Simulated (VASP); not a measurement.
Wanted: the native input for a VASP 6.6.1 run.

* Task: electric field gradients
* Functional: LDA
* Potentials or basis: VASP PAW LDA potentials, release 64 (Cs_sv)
* Cutoff: 520 eV
* k mesh: 9 × 9 × 9
* Occupations: fermi-dirac, width 0.05 eV
* Spin: no spin polarisation
* Dipole correction: no
* Further INCAR settings: ALGO = Normal; EDIFF = 1e-08; NBANDS = 10

The structure of Cs lies in POSCAR:

```
Cs
1.0
   -3.0022141539      3.0022141539      3.0022141539
    3.0022141539     -3.0022141539      3.0022141539
    3.0022141539      3.0022141539     -3.0022141539
Cs
1
Direct
    0.0000000000      0.0000000000      0.0000000000
```

This cell differs from its parent crystal: volume scaled by 0.98.

One way to write it, as run:

INCAR

```
SYSTEM = Cs
  PREC = Accurate
  ENCUT = 520
  EDIFF = 1E-8
  ISMEAR = -1
  SIGMA = 0.05
  LREAL = .FALSE.
  LASPH = .TRUE.
  NELM = 100
  ALGO = Normal
  ISIF = 2
  LWAVE = .FALSE.
  LCHARG = .FALSE.
  GGA = CA
  LEFG = .TRUE.
  NBANDS = 10
```

KPOINTS

```
regular mesh
0
G
  9 9 9
  0 0 0
```

Potentials or basis: VASP PAW LDA potentials, release 64 (Cs_sv).

The run is started by

```console
$ cat potpaw_LDA.64/Cs_sv/POTCAR > POTCAR
$ mpirun -np 1 vasp_std > vasp.out
```

Results of the run:

* Pressure: -0.3 GPa

Caveat: without QUAD_EFG the Cq values of the log hold for a quadrupole moment of 1 mb, not for the nuclei.

It took 10 s on 1 thread of Intel(R) Xeon(R) 6975P-C (Granite Rapids), with other jobs on the host, peak memory 0.2 GiB.
